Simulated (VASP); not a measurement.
# SnTe in VASP: further runs

Aim: see how the results for SnTe move with the level of theory and the settings. Levels: PBE+D3(BJ), PBE, HSE06. Tasks: single point.

All numbers are computed with VASP 6.6.1; they aren't measurements. Logs are shortened: lines on timing, memory, paths and dates and some standing lists are left out, and cuts for length are marked.

## Step 1: The cell of the first run

The typed cell holds 2 atoms: a = 5.174 Å, b = 5.174 Å, c = 5.174 Å, α = 60.00°, β = 60.00°, γ = 60.00°.

## Step 2: Single point, PBE+D3(BJ), non-collinear spin, zero start, spin-orbit coupling (48.97 Å³/atom)

Contents of INCAR:

```
SYSTEM = SnTe
  PREC = Accurate
  ENCUT = 520
  EDIFF = 1E-6
  ISMEAR = -5
  SIGMA = 0.05
  LREAL = .FALSE.
  LASPH = .TRUE.
  NELM = 150
  ALGO = Normal
  ISIF = 2
  LWAVE = .FALSE.
  LCHARG = .TRUE.
  MAGMOM = 0 0 0 0 0 0
  LORBIT = 11
  LSORBIT = .TRUE.
  GGA_COMPAT = .FALSE.
  LORBMOM = .TRUE.
  GGA = PE
  IVDW = 12
  LVHAR = .TRUE.
  NBANDS = 32
```

Contents of KPOINTS:

```
Automatic mesh
0
G
  5 5 5
  0 0 0
```

Contents of POSCAR:

```
SnTe
1.0
    0.0000000000      3.6586665285      3.6586665285
    3.6586665285      0.0000000000      3.6586665285
    3.6586665285      3.6586665285      0.0000000000
Te Sn
1 1
Direct
    0.2488810000      0.2490910000      0.2530040000
   -0.0010650000      0.0075970000     -0.0042960000
```

Potentials or basis: VASP PAW PBE potentials, release 64 (Te, Sn_d).

Command:

```bash
cat potpaw_PBE.64/Te/POTCAR potpaw_PBE.64/Sn_d/POTCAR > POTCAR
mpirun -np 1 vasp_ncl > vasp.out
```

OUTCAR:

```text
SYSTEM = SnTe
   PREC = Accurate
   ENCUT = 520
   EDIFF = 1E-6
   ISMEAR = -5
   LREAL = .FALSE.
   LASPH = .TRUE.
   NELM = 150
   ISIF = 2
   LORBIT = 11
   LSORBIT = .TRUE.
   GGA = PE
   IVDW = 12
 IVDW          = 12

 ion  position               nearest neighbor table
   1  0.249  0.249  0.253-   2 3.14   2 3.16   2 3.17   2 3.20
   2  0.999  0.008  0.996-   1 3.14   1 3.16   1 3.17   1 3.20

  LATTYP: Found a face centered cubic cell.
 ALAT       =     7.3173330570

  Lattice vectors:

 A1 = (   0.0000000000,   3.6586665285,   3.6586665285)
 A2 = (   3.6586665285,   0.0000000000,   3.6586665285)
 A3 = (   3.6586665285,   3.6586665285,   0.0000000000)

Analysis of symmetry for initial positions (statically):
=====================================================================
 Subroutine PRICEL returns:
 Original cell was already a primitive cell.

 Routine SETGRP: Setting up the symmetry group for a
 face centered cubic supercell.

 Subroutine GETGRP returns: Found  1 space group operations
 (whereof  1 operations were pure point group operations)
 out of a pool of 48 trial point group operations.

The static configuration has the point symmetry C_1 .

Analysis of symmetry for dynamics (positions and initial velocities):
=====================================================================
 Subroutine PRICEL returns:
 Original cell was already a primitive cell.

 Routine SETGRP: Setting up the symmetry group for a
 face centered cubic supercell.

 Subroutine GETGRP returns: Found  1 space group operations
 (whereof  1 operations were pure point group operations)
 out of a pool of 48 trial point group operations.

The dynamic configuration has the point symmetry C_1 .

Analysis of structural, dynamic, and magnetic symmetry:
=====================================================================
 Subroutine PRICEL returns:
 Original cell was already a primitive cell.

 Routine SETGRP: Setting up the symmetry group for a
 face centered cubic supercell.

 Subroutine GETGRP returns: Found  1 space group operations
 (whereof  1 operations were pure point group operations)
 out of a pool of 48 trial point group operations.

The overall configuration has the point symmetry C_1 .

 Subroutine INISYM returns: Found  1 space group operations
 (whereof  1 operations are pure point group operations),
 and found     1 'primitive' translations

----------------------------------------------------------------------------------------

                                     Primitive cell

  volume of cell :      97.9487

  direct lattice vectors                    reciprocal lattice vectors
     0.000000000  3.658666528  3.658666528    -0.136661813  0.136661813  0.136661813
     3.658666528  0.000000000  3.658666528     0.136661813 -0.136661813  0.136661813
     3.658666528  3.658666528  0.000000000     0.136661813  0.136661813 -0.136661813

  length of vectors
     5.174135825  5.174135825  5.174135825     0.236705203  0.236705203  0.236705203

  position of ions in fractional coordinates (direct lattice)
     0.248881000  0.249091000  0.253004000
     0.998935000  0.007597000  0.995704000

  ion indices of the primitive-cell ions
   primitive index   ion index
                 1           1
                 2           2

----------------------------------------------------------------------------------------

 KPOINTS: Automatic mesh

Automatic generation of k-mesh.
 Grid dimensions read from file:
 generate k-points for:    5    5    5

 Generating k-lattice:

  Cartesian coordinates                     Fractional coordinates (reciprocal lattice)
    -0.027332363  0.027332363  0.027332363     0.200000000  0.000000000  0.000000000
     0.027332363 -0.027332363  0.027332363     0.000000000  0.200000000  0.000000000
     0.027332363  0.027332363 -0.027332363     0.000000000  0.000000000  0.200000000

  Length of vectors
     0.047341041  0.047341041  0.047341041

  Shift w.r.t. Gamma in fractional coordinates (k-lattice)
     0.000000000  0.000000000  0.000000000

 TETIRR: Found    750 inequivalent tetrahedra from      750

 Subroutine IBZKPT returns following result:
 ===========================================

 Found    125 irreducible k-points:

 Following reciprocal coordinates:
            Coordinates               Weight
  0.000000  0.000000  0.000000      1.000000
  0.200000  0.000000  0.000000      1.000000
 -0.200000  0.000000  0.000000      1.000000
  0.000000  0.200000  0.000000      1.000000
  0.000000 -0.200000  0.000000      1.000000
  0.000000  0.000000  0.200000      1.000000
[... 45 lines left out ...]
   POTIM  = 0.5000    time-step for ionic-motion
   TEBEG  =    0.0;   TEEND  =   0.0 temperature during run
   PSTRESS=    0.0 pullay stress
   NELECT =      20.0000    total number of electrons
   NUPDOWN=      -1.0000    fix difference up-down
   EMIN   =  10.00;   EMAX   =-10.00  energy-range for DOS
   EFERMI =   0.00;   METHOD = LEGACY
   ISMEAR =    -5;   SIGMA  =   0.05  broadening in eV -4-tet -1-fermi 0-gaus
   EFERMI_NEDOS =   21; number of points for ismear=-14 and -15
   IALGO  =     38    algorithm
   IMIX   =      4    mixing-type and parameters
     AMIX     =   0.40;   BMIX     =  1.00
     AMIX_MAG =   1.60;   BMIX_MAG =  1.00
  volume/ion in A,a.u.               =      48.97       330.50
  Fermi-wavevector in a.u.,A,eV,Ry     =   0.964018  1.821731 12.644323  0.929332
  Thomas-Fermi vector in A             =   2.093614
   LORBIT       =     11    0 simple, 1 ext, 2 COOP (PROOUT), +10 PAW based schemes
   GGA     = PE    functional components
   LHFCALC =     F    Hartree Fock is set to
   AEXX    =    0.0000 exact exchange contribution
   IVDW    =    12    specifies the selected vdW correction
   LEPSILON=     F    determine dielectric tensor
   LRPA    =     F    only Hartree local field effects (RPA)
 Fermi weights with tetrahedron method with Bloechl corrections
  energy-cutoff  :      520.00
  volume of cell :       97.95
 maximum number of plane-waves:      5370
   NGX = 19   NGY = 19   NGZ = 19

 number of electron      20.0000000 magnetization       0.0000000      0.0000000      0.0000000

 number of electron      20.0000002 magnetization      -0.0000010     -0.0000003     -0.0000000

 number of electron      20.0000002 magnetization       0.0000003     -0.0000001      0.0000001

 number of electron      20.0000002 magnetization      -0.0000003      0.0000001     -0.0000000

 Free energy of the ion-electron system (eV)
  ---------------------------------------------------
  ext. energy  EPLUGINS =         0.00000000
  ---------------------------------------------------
  free energy    TOTEN  =        -7.21379195 eV

  energy without entropy =       -7.21379195  energy(sigma->0) =       -7.21379195

 E-fermi :   2.7762     XC(G=0):  -7.2873

 val. band max:        2.7555078354   @ k =   0.4000   0.2000  -0.4000
 cond. band min:       3.0630344656   @ k =   0.0000   0.4000   0.4000
 fundamental gap:      0.3075266303
 Fermi energy:         2.7761958073

 k-point     1 :       0.0000    0.0000    0.0000
  band No.  band energies     occupation
      1     -19.5543      1.00000
      2     -19.5543      1.00000
      3     -19.5504      1.00000
      4     -19.5504      1.00000
      5     -18.5191      1.00000
      6     -18.5191      1.00000
[... 829 lines left out ...]
     31       9.9579      0.00000
     32       9.9586      0.00000

 [... further k-points ...]

------------------------ aborting loop because EDIFF is reached ----------------------------------------

 Edisp (eV)   -0.51840

 E8    (eV) :    -0.2375

  FORCE on cell =-STRESS in cart. coord.  units (eV):
  Direction    XX          YY          ZZ          XY          YZ          ZX
  --------------------------------------------------------------------------------------
  -------------------------------------------------------------------------------------
  Total      -1.02658    -1.02769    -1.02816     0.08272     0.01154    -0.07006
  in kB     -16.79208   -16.81028   -16.81801     1.35305     0.18870    -1.14595
  external pressure =      -16.81 kB  Pullay stress =        0.00 kB

 VOLUME and BASIS-vectors are now :
 -----------------------------------------------------------------------------
  energy-cutoff  :      520.00
  volume of cell :       97.95
      direct lattice vectors                 reciprocal lattice vectors
     0.000000000  3.658666528  3.658666528    -0.136661813  0.136661813  0.136661813
     3.658666528  0.000000000  3.658666528     0.136661813 -0.136661813  0.136661813
     3.658666528  3.658666528  0.000000000     0.136661813  0.136661813 -0.136661813

 POSITION                                       TOTAL-FORCE (eV/Angst)
 -----------------------------------------------------------------------------------
      1.83700      1.83623      1.82191         0.006616     -0.055022      0.065147
      3.67074      7.29772      3.68256        -0.006616      0.055022     -0.065147
 -----------------------------------------------------------------------------------
    total drift:                               -0.000020      0.000039     -0.000001

  FREE ENERGIE OF THE ION-ELECTRON SYSTEM (eV)
  ---------------------------------------------------
  free  energy   TOTEN  =        -7.7321965119 eV

  energy  without entropy=       -7.7321965119  energy(sigma->0) =       -7.73219651

 orbital moment (x)

 # of ion     p       d       tot
 ----------------------------------------
  1        -0.000   0.000  -0.000
  2        -0.000   0.000  -0.000
 ----------------------------------------
           -0.000   0.000  -0.000

 orbital moment (y)

 # of ion     p       d       tot
 ----------------------------------------
  1        -0.000   0.000  -0.000
  2        -0.000  -0.000  -0.000
 ----------------------------------------
           -0.000  -0.000  -0.000

 orbital moment (z)

 # of ion     p       d       tot
 ----------------------------------------
  1         0.000  -0.000   0.000
  2         0.000   0.000   0.000
 ----------------------------------------
            0.000   0.000   0.000

 Spin-Orbit-Coupling matrix elements

 Ion:    1  E_soc:     -0.2256417
 l=   1
     0.0000000    -0.0376041    -0.0376072
    -0.0376041     0.0000000    -0.0376063
    -0.0376072    -0.0376063     0.0000000
 l=   2
     0.0000000     0.0000062     0.0000000     0.0000062    -0.0000072
     0.0000062     0.0000000    -0.0000054     0.0000062    -0.0000018
     0.0000000    -0.0000054     0.0000000    -0.0000054     0.0000000
     0.0000062     0.0000062    -0.0000054     0.0000000    -0.0000018
    -0.0000072    -0.0000018     0.0000000    -0.0000018     0.0000000
 l=   3
     0.0000000     0.0000000     0.0000000     0.0000000     0.0000000     0.0000000     0.0000000
     0.0000000     0.0000000     0.0000000     0.0000000     0.0000000     0.0000000     0.0000000
     0.0000000     0.0000000     0.0000000     0.0000000     0.0000000     0.0000000     0.0000000
     0.0000000     0.0000000     0.0000000     0.0000000     0.0000000     0.0000000     0.0000000
     0.0000000     0.0000000     0.0000000     0.0000000     0.0000000     0.0000000     0.0000000
     0.0000000     0.0000000     0.0000000     0.0000000     0.0000000     0.0000000     0.0000000
     0.0000000     0.0000000     0.0000000     0.0000000     0.0000000     0.0000000     0.0000000

 Ion:    2  E_soc:     -0.1050586
 l=   1
     0.0000000    -0.0113874    -0.0113893
    -0.0113874     0.0000000    -0.0113888
    -0.0113893    -0.0113888     0.0000000
 l=   2
     0.0000000    -0.0012401     0.0000000    -0.0012401    -0.0048811
    -0.0012401     0.0000000    -0.0036609    -0.0012401    -0.0012203
     0.0000000    -0.0036609     0.0000000    -0.0036609     0.0000000
    -0.0012401    -0.0012401    -0.0036609     0.0000000    -0.0012203
    -0.0048811    -0.0012203     0.0000000    -0.0012203     0.0000000
 l=   3
     0.0000000     0.0000000     0.0000000     0.0000000     0.0000000     0.0000000     0.0000000
     0.0000000     0.0000000     0.0000000     0.0000000     0.0000000     0.0000000     0.0000000
     0.0000000     0.0000000     0.0000000     0.0000000     0.0000000     0.0000000     0.0000000
     0.0000000     0.0000000     0.0000000     0.0000000     0.0000000     0.0000000     0.0000000
     0.0000000     0.0000000     0.0000000     0.0000000     0.0000000     0.0000000     0.0000000
     0.0000000     0.0000000     0.0000000     0.0000000     0.0000000     0.0000000     0.0000000
     0.0000000     0.0000000     0.0000000     0.0000000     0.0000000     0.0000000     0.0000000

 total charge

# of ion       s       p       d       tot
------------------------------------------
    1        1.390   1.947   0.014   3.350
    2        1.399   0.680   9.954  12.033
--------------------------------------------------
tot          2.789   2.626   9.967  15.383

 magnetization (x)

# of ion       s       p       d       tot
------------------------------------------
    1        0.000  -0.000  -0.000  -0.000
    2       -0.000   0.000   0.000   0.000
--------------------------------------------------
tot         -0.000   0.000   0.000   0.000

 magnetization (y)

# of ion       s       p       d       tot
------------------------------------------
    1        0.000  -0.000   0.000  -0.000
    2       -0.000   0.000  -0.000   0.000
--------------------------------------------------
tot          0.000  -0.000  -0.000   0.000

 magnetization (z)

# of ion       s       p       d       tot
------------------------------------------
    1       -0.000   0.000  -0.000   0.000
    2        0.000  -0.000  -0.000   0.000
--------------------------------------------------
tot          0.000   0.000  -0.000   0.000
```

Wall time 11 min (1 thread of Intel Xeon Platinum 8488C (Sapphire Rapids), shared host); peak memory 0.88 GiB.

Results:

* Free energy: -7.7322 eV
* Pressure: -1.7 GPa
* Largest force: 0.086 eV/Å
* Net moment: 0.00 μB per cell
* Valence electrons inside the program's atomic spheres: Te 3.35; Sn 12.03
* Dispersion energy per atom: -0.259 eV

Forces on the atoms (eV/Å):
```
Te   0.007 -0.055  0.065
Sn  -0.007  0.055 -0.065
```

Moments on the atoms (μB; x, y, z):
```
Te  0.00 0.00 0.00
Sn  0.00 0.00 0.00
```

## Step 3: Single point, PBE (atoms moved at random)

Contents of INCAR:

```
PREC = Accurate
ENCUT = 520
EDIFF = 1E-7
ISMEAR = -1
SIGMA = 0.05
LREAL = False
LASPH = True
NELM = 100
ALGO = Normal
ISIF = 2
LWAVE = False
LCHARG = False
GGA = PE
NBANDS = 17
```

Contents of KPOINTS:

```
regular mesh
0
Gamma
  7 7 7
```

Contents of POSCAR:

```
SnTe
1.0
    0.0000000000      3.6111460000      3.6111460000
    3.6111460000      0.0000000000      3.6111460000
    3.6111460000      3.6111460000      0.0000000000
Te Sn
1 1
Direct
    0.2510420000      0.2569570000      0.2411300000
    0.0078840000     -0.0047240000     -0.0072590000
```

Potentials or basis: VASP PAW PBE potentials, release 64 (Te, Sn_d).

Command:

```bash
cat potpaw_PBE.64/Te/POTCAR potpaw_PBE.64/Sn_d/POTCAR > POTCAR
mpirun -np 1 vasp_std > vasp.out
```

It took 3.8 min on 1 thread of Intel Xeon Platinum 8259CL at 2.50GHz (Skylake/Cascade Lake), shared host; peak memory 0.45 GiB.

Results (log left out):

| Quantity | Value |
| --- | --- |
| Free energy | -7.0619 eV |
| Pressure | -0.1 GPa |
| Largest force | 0.126 eV/Å |
| Band gap on the k mesh | 0.30 eV (least direct gap 0.83 eV) |

Forces on the atoms (eV/Å):
```
Te  -0.089  0.076 -0.046
Sn   0.089 -0.076  0.046
```

Stress tensor (GPa, compression positive):
```
-0.05 -0.11  0.19
-0.11 -0.05 -0.22
 0.19 -0.22 -0.05
```

Levels at points of the mesh, in eV from the valence-band top:
```tsv
k point	band 7	band 8	band 9	band 10	band 11	band 12	band 13	band 14
(0.00, 0.00, 0.00)	-5.03	-1.89	-1.74	-1.70	1.10	1.13	1.27	4.28
```

Caveat: the cell differs from its parent crystal (atoms moved at random); spin-orbit coupling is left out, which moves the levels of the heavy elements; an odd mesh through Γ misses points on the zone boundary, where band edges can lie.

## Step 4: Single point, HSE06

This run uses another cell than the first one, of 44.27 Å³/atom.

Contents of POSCAR:

```
SnTe
1.0
    0.0000000000      3.5374284581      3.5374284581
    3.5374284581      0.0000000000      3.5374284581
    3.5374284581      3.5374284581      0.0000000000
Te Sn
1 1
Direct
    0.2500000000      0.2500000000      0.2500000000
    0.0000000000      0.0000000000      0.0000000000
```

Contents of INCAR.step1:

```
  PREC = Accurate
  ENCUT = 520
  EDIFF = 1E-5
  ISMEAR = -1
  SIGMA = 0.05
  LREAL = False
  LASPH = True
  NELM = 100
  ALGO = Normal
  ISIF = 2
  LWAVE = True
  LCHARG = False
  NBANDS = 17
  GGA = PE
```

Contents of INCAR.step2:

```
  PREC = Accurate
  ENCUT = 520
  EDIFF = 1E-7
  ISMEAR = -1
  SIGMA = 0.05
  LREAL = False
  LASPH = True
  NELM = 100
  ALGO = Normal
  ISIF = 2
  LWAVE = False
  LCHARG = False
  GGA = PE
  LHFCALC = True
  HFSCREEN = 0.2079
  PRECFOCK = Normal
  NBANDS = 17
  ISTART = 1
```

Contents of KPOINTS:

```
regular mesh
0
Gamma
  4 4 4
```

Command:

```bash
cat potpaw_PBE.64/Te/POTCAR potpaw_PBE.64/Sn_d/POTCAR > POTCAR
cp INCAR.step1 INCAR
mpirun -np 1 vasp_std > vasp.out
cp INCAR.step2 INCAR
mpirun -np 1 vasp_std > vasp.out
```

It took 37 min on 1 thread of Intel Xeon Platinum 8375C at 2.90GHz (Ice Lake), shared host; peak memory 0.34 GiB.

The run converged. Its results:

```yaml
Free_energy: -8.4409 eV
Pressure: 0.7 GPa
Band_gap_on_the_k_mesh: 0.13 eV (least direct gap 1.04 eV)
```

Levels at points of the mesh, in eV from the valence-band top:
```tsv
k point	band 8	band 9	band 10	band 11	band 12	band 13
(0.00, 0.00, 0.00)	-2.55	-2.55	-2.55	1.19	1.19	1.19
(0.50, 0.00, 0.00)	-3.17	-3.17	-2.42	2.08	2.08	4.07
(0.50, 0.50, 0.00)	-3.96	-3.96	-0.91	0.13	4.65	4.65
```

Caveat: the PAW data sets were made with another functional, which shifts forces and pressure a little; spin-orbit coupling is left out, which moves the levels of the heavy elements.

## Step 5: Overview

| level | spin | cell | k mesh | smearing | grid for exact exchange (PRECFOCK) | share of exact exchange | screening parameter | gap on the mesh (eV) | pressure (GPa) | largest force (eV/Å) |
| --- | --- | --- | --- | --- | --- | --- | --- | --- | --- | --- |
| PBE+D3(BJ) | non-collinear, zero start, SOC | a = 5.174 Å, angles 60.0°, 2 atoms, atomic positions A | 5 × 5 × 5 | tetrahedron | - | - | - | - | -1.7 | 0.09 |
| PBE | off | a = 5.107 Å, angles 60.0°, 2 atoms, atomic positions B | 7 × 7 × 7 | fermi-dirac 0.05 eV | - | - | - | 0.30 | -0.1 | 0.13 |
| HSE06 | off | a = 5.003 Å, angles 60.0°, 2 atoms, atomic positions C | 4 × 4 × 4 | fermi-dirac 0.05 eV | Normal | 0.25 | 0.2079 1/Å | 0.13 | 0.7 | - |

Alike in all rows: task single point; potentials or basis VASP PAW PBE potentials, release 64 (Te, Sn_d); cutoff (eV) 520.

Caveats: spin-orbit coupling is left out, which moves the levels of the heavy elements (at least some runs); an odd mesh through Γ misses points on the zone boundary, where band edges can lie (at least some runs); the PAW data sets were made with another functional, which shifts forces and pressure a little (at least some runs).

Total energies depend on the potentials used, so only differences within one code and one set of settings carry meaning.
